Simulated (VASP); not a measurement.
# TaN (P6_3mc) in VASP: a series of runs

Runs on TaN. Level: PBE. Tasks: single point.

All numbers are computed with VASP 6.6.1; they aren't measurements. Logs are shortened: lines on timing, memory, paths and dates and some standing lists are left out, and cuts for length are marked.

### 1 The cell of the first run

The structure is hexagonal, space group P6_3mc (No. 186). Conventional cell: a = 3.050 Å, b = 3.050 Å, c = 5.039 Å, α = 90.00°, β = 90.00°, γ = 120.00°. Ta (site symmetry 3m) has 4 N at 1.85 to 1.94 Å within 2.5 Å. Within 2.5 Å of N (site symmetry 3m) lie 4 Ta at 1.85 to 1.94 Å.

### 2 Single point, PBE (strain +0.0200 x Voigt [0, 0, 1, 0, 0, 0])

Input file INCAR:

```
SYSTEM = TaN
PREC = Accurate
ENCUT = 520
EDIFF = 1E-6
ISMEAR = 0
SIGMA = 0.15
LREAL = .FALSE.
LASPH = .TRUE.
NELM = 100
ALGO = Normal
ISIF = 2
LWAVE = .FALSE.
LCHARG = .FALSE.
GGA = PE
NBANDS = 24
```

Input file KPOINTS:

```
regular mesh
0
G
  18 18 10
  0 0 0
```

Input file POSCAR:

```
TaN
1.0
    3.0500010905      0.0000000000      0.0000000000
   -1.5250005453      2.6413784260      0.0000000000
    0.0000000000      0.0000000000      5.0388000000
Ta N
2 2
Direct
    0.3333333333      0.6666666667      0.0000000000
    0.6666666667      0.3333333333      0.5000000000
    0.3333333333      0.6666666667      0.3850000000
    0.6666666667      0.3333333333      0.8850000000
```

Potentials or basis: VASP PAW PBE potentials, release 64 (Ta_pv, N).

On the command line:

```bash
$ cat potpaw_PBE.64/Ta_pv/POTCAR potpaw_PBE.64/N/POTCAR > POTCAR
$ mpirun -np 1 vasp_std > vasp.out
```

OUTCAR:

```text
SYSTEM = TaN
   PREC = Accurate
   ENCUT = 520
   EDIFF = 1E-6
   ISMEAR = 0
   LREAL = .FALSE.
   LASPH = .TRUE.
   NELM = 100
   ISIF = 2
   GGA = PE

 ion  position               nearest neighbor table
   1  0.333  0.667  0.000-   4 1.85   4 1.85   4 1.85   3 1.94   2 3.07   2 3.07   2 3.07   2 3.07
                             2 3.07   2 3.07
   2  0.667  0.333  0.500-   3 1.85   3 1.85   3 1.85   4 1.94   1 3.07   1 3.07   1 3.07   1 3.07
                             1 3.07   1 3.07
   3  0.333  0.667  0.385-   2 1.85   2 1.85   2 1.85   1 1.94
   4  0.667  0.333  0.885-   1 1.85   1 1.85   1 1.85   2 1.94

  LATTYP: Found a hexagonal cell.
 ALAT       =     3.0500010905
 C/A-ratio  =     1.6520649831

  Lattice vectors:

 A1 = (   3.0500010905,   0.0000000000,   0.0000000000)
 A2 = (  -1.5250005453,   2.6413784260,   0.0000000000)
 A3 = (   0.0000000000,   0.0000000000,   5.0388000000)

Analysis of symmetry for initial positions (statically):
=====================================================================
 Subroutine PRICEL returns:
 Original cell was already a primitive cell.

 Routine SETGRP: Setting up the symmetry group for a
 hexagonal supercell.

 Subroutine GETGRP returns: Found 12 space group operations
 (whereof  6 operations were pure point group operations)
 out of a pool of 24 trial point group operations.

The static configuration has the point symmetry C_3v.
 The point group associated with its full space group is C_6v.

Analysis of symmetry for dynamics (positions and initial velocities):
=====================================================================
 Subroutine PRICEL returns:
 Original cell was already a primitive cell.

 Routine SETGRP: Setting up the symmetry group for a
 hexagonal supercell.

 Subroutine GETGRP returns: Found 12 space group operations
 (whereof  6 operations were pure point group operations)
 out of a pool of 24 trial point group operations.

The dynamic configuration has the point symmetry C_3v.
 The point group associated with its full space group is C_6v.

 Subroutine INISYM returns: Found 12 space group operations
 (whereof  6 operations are pure point group operations),
 and found     1 'primitive' translations

----------------------------------------------------------------------------------------

                                     Primitive cell

  volume of cell :      40.5936

  direct lattice vectors                    reciprocal lattice vectors
     3.050001090  0.000000000  0.000000000     0.327868735  0.189295103  0.000000000
    -1.525000545  2.641378426  0.000000000     0.000000000  0.378590205  0.000000000
[... 94 lines left out ...]
   NFREE  =      0    steps in history (QN), initial steepest desc. (CG)
   ISIF   =      2    stress and relaxation
   ISYM   =      2    0-nonsym 1-usesym 2-fastsym
   POTIM  = 0.5000    time-step for ionic-motion
   TEBEG  =    0.0;   TEEND  =   0.0 temperature during run
   PSTRESS=    0.0 pullay stress
   NELECT =      32.0000    total number of electrons
   NUPDOWN=      -1.0000    fix difference up-down
   EMIN   =  10.00;   EMAX   =-10.00  energy-range for DOS
   EFERMI =   0.00;   METHOD = LEGACY
   ISMEAR =     0;   SIGMA  =   0.15  broadening in eV -4-tet -1-fermi 0-gaus
   EFERMI_NEDOS =   21; number of points for ismear=-14 and -15
   IALGO  =     38    algorithm
   IMIX   =      4    mixing-type and parameters
     AMIX     =   0.40;   BMIX     =  1.00
     AMIX_MAG =   1.60;   BMIX_MAG =  1.00
  volume/ion in A,a.u.               =      10.15        68.48
  Fermi-wavevector in a.u.,A,eV,Ry     =   1.512303  2.857839 31.117359  2.287061
  Thomas-Fermi vector in A             =   2.622246
   LORBIT       =      0    0 simple, 1 ext, 2 COOP (PROOUT), +10 PAW based schemes
   GGA     = PE    functional components
   LHFCALC =     F    Hartree Fock is set to
   AEXX    =    0.0000 exact exchange contribution
   IVDW    =     0    specifies the selected vdW correction
   LEPSILON=     F    determine dielectric tensor
   LRPA    =     F    only Hartree local field effects (RPA)
 non-spin polarized calculation
 Gauss-broadening in eV      SIGMA  =   0.15
  energy-cutoff  :      520.00
  volume of cell :       40.59
 maximum number of plane-waves:      1111
 NGX is ok and might be reduce to    24
   NGX = 11   NGY = 11   NGZ = 19

 number of electron      32.0000001 magnetization

 Free energy of the ion-electron system (eV)
  ---------------------------------------------------
  ext. energy  EPLUGINS =         0.00000000
  ---------------------------------------------------
  free energy    TOTEN  =       -38.24125025 eV

  energy without entropy =      -38.22411292  energy(sigma->0) =      -38.23268159

 E-fermi :   9.5451     XC(G=0): -13.4333

 val. band max:        9.5402411225   @ k =   0.1667   0.1111   0.5000
 cond. band min:       9.5475629514   @ k =   0.3889   0.1111   0.0000
 fundamental gap:      0.0073218289
 Fermi energy:         9.5451439928

 k-point     1 :       0.0000    0.0000    0.0000
  band No.  band energies     occupation
      1     -26.4549      2.00000
      2     -25.4592      2.00000
      3     -25.4592      2.00000
      4     -25.2984      2.00000
      5     -25.2984      2.00000
      6     -25.2455      2.00000
[... 637 lines left out ...]
     23      15.7293      0.00000
     24      16.8280      0.00000

 [... further k-points ...]

------------------------ aborting loop because EDIFF is reached ----------------------------------------

  FORCE on cell =-STRESS in cart. coord.  units (eV):
  Direction    XX          YY          ZZ          XY          YZ          ZX
  --------------------------------------------------------------------------------------
  -------------------------------------------------------------------------------------
  Total       35.1511657     35.1511657     26.5658902     -0.0000000      0.0000000     -0.0000000
  in kB     1387.3708733   1387.3708734   1048.5211958     -0.0000000      0.0000000     -0.0000000
  external PRESSURE =    1274.4209808 kB  Pullay stress =       0.0000000 kB

 VOLUME and BASIS-vectors are now :
 -----------------------------------------------------------------------------
  energy-cutoff  :      520.00
  volume of cell :       40.59
      direct lattice vectors                 reciprocal lattice vectors
     3.050001090  0.000000000  0.000000000     0.327868735  0.189295103  0.000000000
    -1.525000545  2.641378426  0.000000000     0.000000000  0.378590205  0.000000000
     0.000000000  0.000000000  5.038800000     0.000000000  0.000000000  0.198459951

 POSITION                                       TOTAL-FORCE (eV/Angst)
 -----------------------------------------------------------------------------------
     -0.00000      1.76092      0.00000         0.000000     -0.000000      3.262547
      1.52500      0.88046      2.51940        -0.000000      0.000000      3.262547
     -0.00000      1.76092      1.93994         0.000000      0.000000     -3.262547
      1.52500      0.88046      4.45934        -0.000000     -0.000000     -3.262547
 -----------------------------------------------------------------------------------
    total drift:                                0.000000      0.000000      0.001992

  FREE ENERGIE OF THE ION-ELECTRON SYSTEM (eV)
  ---------------------------------------------------
  free  energy   TOTEN  =       -38.2412502546 eV

  energy  without entropy=      -38.2241129204  energy(sigma->0) =      -38.23268159
```

stdout:

```text
POSCAR found type information on POSCAR TaN
 POSCAR found :  2 types and       4 ions
 scaLAPACK will be used
 LDA part: xc-table for (Slater+PW92), standard interpolation
 POSCAR, INCAR and KPOINTS ok, starting setup
 FFT: planning ... GRIDC
 FFT: planning ... GRID_SOFT
 FFT: planning ... GRID
 WAVECAR not read
 entering main loop
```

Run time: 62 s. Hardware: 1 thread of Intel Xeon Platinum 8559C (Emerald Rapids), shared host; peak memory 0.3 GiB.

Results:

```yaml
Free_energy: -38.2413 eV
Pressure: 127.4 GPa
Largest_force: 3.263 eV/Å
Band_gap_on_the_k_mesh: zero (band 16 reaches 10.76 eV, above the bottom of band 17 at 7.93 eV)
```

Forces in eV/Å, atoms in the order of the input:
```
Ta   0.000  0.000  3.263
Ta   0.000  0.000  3.263
N    0.000  0.000 -3.263
N    0.000  0.000 -3.263
```

Caveat: the cell differs from its parent crystal (strain +0.0200 x Voigt [0, 0, 1, 0, 0, 0]); spin-orbit coupling is left out, which moves the levels of the heavy elements; forces of over 1 eV/Å act on the atoms, so gaps and moduli don't describe the material at rest.

### 3 Single point, PBE (strain -0.0400 x Voigt [0, 0, 1, 0, 0, 0])

Input file INCAR:

```
  PREC = Accurate
  ENCUT = 520
  EDIFF = 1E-6
  ISMEAR = 0
  SIGMA = 0.15
  LREAL = F
  LASPH = T
  NELM = 100
  ALGO = Normal
  ISIF = 2
  LWAVE = F
  LCHARG = F
  GGA = PE
  NBANDS = 24
```

Input file KPOINTS:

```
regular mesh
0
Gamma
  18 18 10
```

Edit POSCAR of step 2 so:

```diff
@@ -4,3 +4,3 @@
    -1.5250005453      2.6413784260      0.0000000000
-    0.0000000000      0.0000000000      5.0388000000
+    0.0000000000      0.0000000000      4.7424000000
 Ta N
```

Potentials or basis: VASP PAW PBE potentials, release 64 (Ta_pv, N).

On the command line:

```bash
$ cat potpaw_PBE.64/Ta_pv/POTCAR potpaw_PBE.64/N/POTCAR > POTCAR
$ mpirun -np 1 vasp_std > vasp.out
```

Run time: 58 s. Hardware: 1 thread of Intel Xeon Platinum 8559C (Emerald Rapids), shared host; peak memory 0.29 GiB.

Results (log left out):

| Quantity | Value |
| --- | --- |
| Free energy | -36.2394 eV |
| Pressure | 170.6 GPa |
| Largest force | 0.027 eV/Å |
| Band gap on the k mesh | zero (band 16 reaches 11.51 eV, above the bottom of band 17 at 8.58 eV) |

Forces in eV/Å, atoms in the order of the input:
```
Ta   0.000  0.000 -0.027
Ta   0.000  0.000 -0.027
N    0.000  0.000  0.027
N    0.000  0.000  0.027
```

Stress tensor (GPa, compression positive):
```
171.84   0.00   0.00
  0.00 171.84   0.00
  0.00   0.00 168.11
```

Levels at points of the mesh, in eV from the Fermi level:
```csv
k point,band 13,band 14,band 15,band 16,band 17,band 18,band 19,band 20
"(0.00, 0.00, 0.00)",-8.07,-7.23,-1.21,-1.21,-0.27,2.02,2.71,2.71
"(0.50, 0.00, 0.00)",-6.28,-5.28,-2.58,-0.99,0.27,1.18,2.19,3.74
"(0.00, 0.00, 0.50)",-8.80,-8.80,1.23,1.23,1.23,1.23,1.84,1.84
"(0.50, 0.00, 0.50)",-6.77,-6.77,-0.35,-0.35,2.21,2.21,2.28,2.28
```

Caveat: the cell differs from its parent crystal (strain -0.0400 x Voigt [0, 0, 1, 0, 0, 0]); spin-orbit coupling is left out, which moves the levels of the heavy elements.

### 4 Single point, PBE (strain -0.0100 x Voigt [0, 0, 1, 0, 0, 0])

Input file INCAR:

```
SYSTEM = TaN
  ALGO = Normal
  EDIFF = 1E-7
  ENCUT = 520
  GGA = PE
  ISIF = 2
  ISMEAR = 0
  LASPH = .TRUE.
  LCHARG = .TRUE.
  LELF = .TRUE.
  LREAL = .FALSE.
  LVHAR = .TRUE.
  LWAVE = .FALSE.
  NBANDS = 24
  NELM = 100
  PREC = Accurate
  SIGMA = 0.15
```

Input file KPOINTS:

```
k-points
0
G
  18 18 10
  0 0 0
```

Edit POSCAR of step 3 so:

```diff
@@ -4,3 +4,3 @@
    -1.5250005453      2.6413784260      0.0000000000
-    0.0000000000      0.0000000000      4.7424000000
+    0.0000000000      0.0000000000      4.8906000000
 Ta N
```

On the command line:

```bash
$ cat potpaw_PBE.64/Ta_pv/POTCAR potpaw_PBE.64/N/POTCAR > POTCAR
$ mpirun -np 1 vasp_std > vasp.out
```

Run time: 67 s. Hardware: 1 thread of Intel Xeon Platinum 8559C (Emerald Rapids), shared host; peak memory 0.29 GiB.

It converged, with:

| Property | Result |
| --- | --- |
| Free energy | -37.3577 eV |
| Pressure | 147.3 GPa |
| Largest force | 1.852 eV/Å |
| Band gap on the k mesh | zero (band 16 reaches 11.12 eV, above the bottom of band 17 at 8.24 eV) |

Forces in eV/Å, atoms in the order of the input:
```
Ta   0.000  0.000  1.852
Ta   0.000  0.000  1.852
N    0.000  0.000 -1.852
N    0.000  0.000 -1.852
```

Stress tensor (GPa, compression positive):
```
154.42   0.00   0.00
  0.00 154.42   0.00
  0.00   0.00 132.92
```

Levels at points of the mesh, in eV from the Fermi level:
| k point | band 13 | band 14 | band 15 | band 16 | band 17 | band 18 | band 19 | band 20 |
| --- | --- | --- | --- | --- | --- | --- | --- | --- |
| (0.00, 0.00, 0.00) | -7.93 | -7.49 | -0.92 | -0.92 | -0.33 | 2.11 | 2.69 | 2.69 |
| (0.50, 0.00, 0.00) | -6.21 | -5.24 | -2.48 | -1.03 | 0.40 | 1.37 | 2.07 | 3.79 |
| (0.00, 0.00, 0.50) | -8.55 | -8.55 | 1.22 | 1.22 | 1.22 | 1.22 | 1.87 | 1.87 |
| (0.50, 0.00, 0.50) | -6.57 | -6.57 | -0.43 | -0.43 | 2.18 | 2.18 | 2.26 | 2.26 |

Caveat: the cell differs from its parent crystal (strain -0.0100 x Voigt [0, 0, 1, 0, 0, 0]); spin-orbit coupling is left out, which moves the levels of the heavy elements; forces of over 1 eV/Å act on the atoms, so gaps and moduli don't describe the material at rest.

### 5 Overview

```tsv
cell	gap on the mesh (eV)	pressure (GPa)	largest force (eV/Å)
a = 3.050, b = 3.050, c = 5.039 Å, angles 90.0, 90.0, 120.0°, 4 atoms	none	127.4	3.26
a = 3.050, b = 3.050, c = 4.742 Å, angles 90.0, 90.0, 120.0°, 4 atoms	none	170.6	0.03
a = 3.050, b = 3.050, c = 4.891 Å, angles 90.0, 90.0, 120.0°, 4 atoms	none	147.3	1.85
```

Alike in all rows: task single point; level PBE; potentials or basis VASP PAW PBE potentials, release 64 (Ta_pv, N); no spin polarisation; k mesh 18 × 18 × 10; cutoff (eV) 520; smearing gaussian 0.15 eV.

Caveats: spin-orbit coupling is left out, which moves the levels of the heavy elements; forces of over 1 eV/Å act on the atoms, so gaps and moduli don't describe the material at rest (some runs).

Absolute energies hang on the potentials; compare differences alone.
